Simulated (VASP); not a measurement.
Here is a VASP 6.6.1 calculation.

File INCAR:

```
SYSTEM = Al
ALGO = Normal
EDIFF = 1E-6
ENCUT = 520
GGA = PE
ISIF = 2
ISMEAR = 0
LASPH = .True.
LCHARG = .False.
LREAL = .False.
LWAVE = .False.
NBANDS = 8
NELM = 80
PREC = Accurate
SIGMA = 0.1
```

KPOINTS

```
k-points
0
Gamma
  8 8 8
  0 0 0
```

The input POSCAR:

```
Al
1.0
    0.0000000000      2.1823556814      2.1823556814
    2.1823556814      0.0000000000      2.1823556814
    2.1823556814      2.1823556814      0.0000000000
Al
1
Direct
    0.0000000000      0.0000000000      0.0000000000
```

Potentials or basis: VASP PAW PBE potentials, release 64 (Al).

The run is started by

```bash
$ cat potpaw_PBE.64/Al/POTCAR > POTCAR
$ mpirun -np 1 vasp_std > vasp.out
```

(1) What does it give for the pressure?

Answers

(1) -10.5 GPa.

Caveat: the cell differs from its parent crystal (Tl replaced by Al, lengths x 0.901, strained).
